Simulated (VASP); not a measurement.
# Si (P6_3/mmc) in VASP: notebook, part 2 of 2

VASP 6.6.1. The steps go on from the part before.

## Step 6: Relaxation of cell and atoms, PBEsol

This run uses another cell than the first one, of 13.94 Å³/atom.

File INCAR:

```
PREC = Accurate
ENCUT = 500
EDIFF = 1E-7
ISMEAR = 0
SIGMA = 0.1
LREAL = F
LASPH = T
NELM = 120
ALGO = Normal
ISIF = 3
LWAVE = F
LCHARG = F
GGA = PS
IBRION = 2
NSW = 100
EDIFFG = -0.002
GGA_COMPAT = F
NELMIN = 4
```

File KPOINTS:

```
regular mesh
0
Gamma
  18 18 10
```

File POSCAR:

```
Si
1.0
    2.6699681476      0.0000000000      0.0000000000
   -1.3349840738      2.3122602431      0.0000000000
    0.0000000000      0.0000000000      4.5174044162
Si
2
Direct
    0.3333333333      0.6666666667      0.2500000000
    0.6666666667      0.3333333333      0.7500000000
```

Potentials or basis: VASP PAW PBE potentials, release 64 (Si).

Started as:

```console
$ cat potpaw_PBE.64/Si/POTCAR > POTCAR
$ mpirun -np 1 vasp_std > vasp.out
```

OUTCAR:

```text
PREC = Accurate
   ENCUT = 500
   EDIFF = 1E-7
   ISMEAR = 0
   LREAL = F
   LASPH = T
   NELM = 120
   ISIF = 3
   GGA = PS
   IBRION = 2
   NSW = 100
   EDIFFG = -0.002
   NELMIN = 4

 ion  position               nearest neighbor table
   1  0.333  0.667  0.250-   2 2.73   2 2.73   2 2.73   2 2.73   2 2.73   2 2.73
   2  0.667  0.333  0.750-   1 2.73   1 2.73   1 2.73   1 2.73   1 2.73   1 2.73

  LATTYP: Found a hexagonal cell.
 ALAT       =     2.6699681476
 C/A-ratio  =     1.6919319507

  Lattice vectors:

 A1 = (   2.6699681476,   0.0000000000,   0.0000000000)
 A2 = (  -1.3349840738,   2.3122602431,   0.0000000000)
 A3 = (   0.0000000000,   0.0000000000,   4.5174044162)

Analysis of symmetry for initial positions (statically):
=====================================================================
 Subroutine PRICEL returns:
 Original cell was already a primitive cell.

 Routine SETGRP: Setting up the symmetry group for a
 hexagonal supercell.

 Subroutine GETGRP returns: Found 24 space group operations
[... 175 lines left out ...]
  --------------------------------------------------------------------------------------
  -------------------------------------------------------------------------------------
  Total       -0.0129912     -0.0129912      0.1781252      0.0000000     -0.0000000      0.0000000
  in kB       -0.7463270     -0.7463270     10.2330272      0.0000000     -0.0000000      0.0000000
  external PRESSURE =       2.9134577 kB  Pullay stress =       0.0000000 kB
[... 167 lines left out ...]
--------------------------------------- Ionic step        6  -------------------------------------------

 number of electron       8.0000001 magnetization

 Free energy of the ion-electron system (eV)
  ---------------------------------------------------
  ext. energy  EPLUGINS =         0.00000000
  ---------------------------------------------------
  free energy    TOTEN  =       -10.75055166 eV

  energy without entropy =      -10.74700297  energy(sigma->0) =      -10.74877732

 E-fermi :  10.5529     XC(G=0): -11.3791

 val. band max:       10.5490816104   @ k =   0.2778   0.0000   0.4000
 cond. band min:      10.5792556794   @ k =   0.2222   0.1667   0.0000
 fundamental gap:      0.0301740691
 Fermi energy:        10.5529227549

 k-point     1 :       0.0000    0.0000    0.0000
  band No.  band energies     occupation
      1      -4.2033      2.00000
      2       2.2190      2.00000
      3       3.1926      2.00000
      4      19.7388      0.00000
      5      19.7388      0.00000
      6      20.9801      0.00000
      7      20.9801      0.00000
      8      21.0344      0.00000
[... 243 lines left out ...]
 k-point    24 :       0.3889    0.1111    0.0000
  band No.  band energies     occupation
      1       1.3522      2.00000
      2       4.3267      2.00000
      3       7.6670      2.00000
      4       8.3904      2.00000
      5      10.4826      1.68020
      6      11.5238      0.00000
      7      11.6049      0.00000
      8      17.1402      0.00000

 [... further k-points ...]
[... 5 lines left out ...]
  --------------------------------------------------------------------------------------
  -------------------------------------------------------------------------------------
  Total        0.0005718      0.0005718      0.0013495     -0.0000000     -0.0000000      0.0000000
  in kB        0.0327330      0.0327330      0.0772478     -0.0000000     -0.0000000      0.0000000
  external PRESSURE =       0.0475712 kB  Pullay stress =       0.0000000 kB
[... 17 lines left out ...]
  FREE ENERGIE OF THE ION-ELECTRON SYSTEM (eV)
  ---------------------------------------------------
  free  energy   TOTEN  =       -10.7505516600 eV

  energy  without entropy=      -10.7470029735  energy(sigma->0) =      -10.74877732

 reached required accuracy - stopping structural energy minimisation
```

OSZICAR:

```text
N       E                     dE             d eps       ncg     rms          rms(c)
DAV:   1     0.398536272693E+01    0.39854E+01   -0.35281E+03  3552   0.819E+02
DAV:   2    -0.106278514711E+02   -0.14613E+02   -0.14149E+02  5272   0.765E+01
DAV:   3    -0.108017644238E+02   -0.17391E+00   -0.17216E+00  4992   0.984E+00
[... 39 lines left out ...]
       N       E                     dE             d eps       ncg     rms          rms(c)
DAV:   1    -0.107505523480E+02   -0.14975E-05   -0.41163E-05  4600   0.387E-02    0.409E-03
DAV:   2    -0.107505519058E+02    0.44216E-06   -0.75624E-07  3976   0.693E-03    0.236E-03
DAV:   3    -0.107505516669E+02    0.23890E-06   -0.49854E-07  4264   0.399E-03    0.321E-04
DAV:   4    -0.107505516600E+02    0.68617E-08   -0.11579E-08  1928   0.894E-04
   6 F= -.10750552E+02 E0= -.10748777E+02  d E =-.809088E-06
```

CONTCAR:

```text
Si
   1.00000000000000
     2.6642635549754261   -0.0000000000000000    0.0000000000000000
    -1.3321317774877131    2.3073199209689865    0.0000000000000000
    -0.0000000000000000   -0.0000000000000000    4.5531648366893211
  Si
     2
Direct
     0.3333333332999970    0.6666666667000030    0.2500000000000000
     0.6666666667000030    0.3333333332999970    0.7500000000000000

  0.00000000E+00  0.00000000E+00  0.00000000E+00
  0.00000000E+00  0.00000000E+00  0.00000000E+00
```

Run time: 86 s. Hardware: 1 thread of Intel Xeon Platinum 8488C (Sapphire Rapids), shared host; peak memory 0.16 GiB.

What came out:

| Property | Result |
| --- | --- |
| Free energy | -10.7506 eV |
| Relaxed volume | 13.99 Å³/atom |
| Relaxed cell | a = 2.664 Å, b = 2.664 Å, c = 4.553 Å, α = 90.00°, β = 90.00°, γ = 120.00° |
| Space group after relaxing (to 0.1 Å) | P6_3/mmc (No. 194) |
| Energy gained by relaxing | 0.3 meV/atom |
| Ionic steps | 6 |
| Pressure after relaxing | 0.0 GPa |
| Band gap on the k mesh | zero (bands 4 and 5 overlap by 12.89 eV) |

Step by step:
```tsv
step	energy change (eV)	largest force (eV/Å)	pressure (GPa)	volume (Å³)
1	0.0000	0.0000	0.29	27.89
2	-0.0005	0.0000	-0.03	27.99
3	-0.0006	0.0000	-0.23	28.05
4	-0.0007	0.0000	0.02	27.98
5	-0.0007	0.0000	0.02	27.99
6	-0.0007	0.0000	0.00	27.99
```

Final structure:
```cif
data_structure
_symmetry_space_group_name_H-M 'P 1'
_symmetry_Int_Tables_number 1
_cell_length_a 2.6643
_cell_length_b 2.6643
_cell_length_c 4.5532
_cell_angle_alpha 90.000
_cell_angle_beta 90.000
_cell_angle_gamma 120.000
_cell_volume 27.99
loop_
_atom_site_label
_atom_site_type_symbol
_atom_site_fract_x
_atom_site_fract_y
_atom_site_fract_z
_atom_site_occupancy
Si1 Si 0.33333 0.66667 0.25000 1
Si2 Si 0.66667 0.33333 0.75000 1
```

Caveat: the PAW data sets were made with another functional, which shifts forces and pressure a little.

## Step 7: Summary

| task | cell | k mesh | gap on the mesh (eV) | pressure (GPa) | relaxed volume (Å³/atom) |
| --- | --- | --- | --- | --- | --- |
| single point | a = 2.444, b = 2.444, c = 4.152 Å, angles 90.0, 90.0, 120.0°, 2 atoms | 9 × 9 × 4 | none | 47.8 | - |
| single point | a = 2.670, b = 2.670, c = 4.517 Å, angles 90.0, 90.0, 120.0°, 2 atoms | 9 × 9 × 6 | none | 0.3 | - |
| relaxation of cell and atoms | relaxed from a = 2.444, b = 2.444, c = 4.152 Å, angles 90.0, 90.0, 120.0°, 2 atoms | 9 × 9 × 6 | none | -0.1 | 14.01 |
| single point | a = 2.663, b = 2.663, c = 4.551 Å, angles 90.0, 90.0, 120.0°, 2 atoms | 18 × 18 × 10 | none | 0.1 | - |
| relaxation of cell and atoms | relaxed from a = 2.670, b = 2.670, c = 4.517 Å, angles 90.0, 90.0, 120.0°, 2 atoms | 18 × 18 × 10 | none | 0.0 | 13.99 |

Alike in all rows: level PBEsol; potentials or basis VASP PAW PBE potentials, release 64 (Si); no spin polarisation; cutoff (eV) 500; smearing gaussian 0.1 eV.

Caveats: some runs use coarse meshes; the PAW data sets were made with another functional, which shifts forces and pressure a little; the volume moved by over 15 % at a fixed basis, so the end points are rough (at least some runs).

Total energies depend on the potentials used, so only differences within one code and one set of settings carry meaning.

The gap in the log of VASP goes by the Fermi energy; the results here count the filled bands.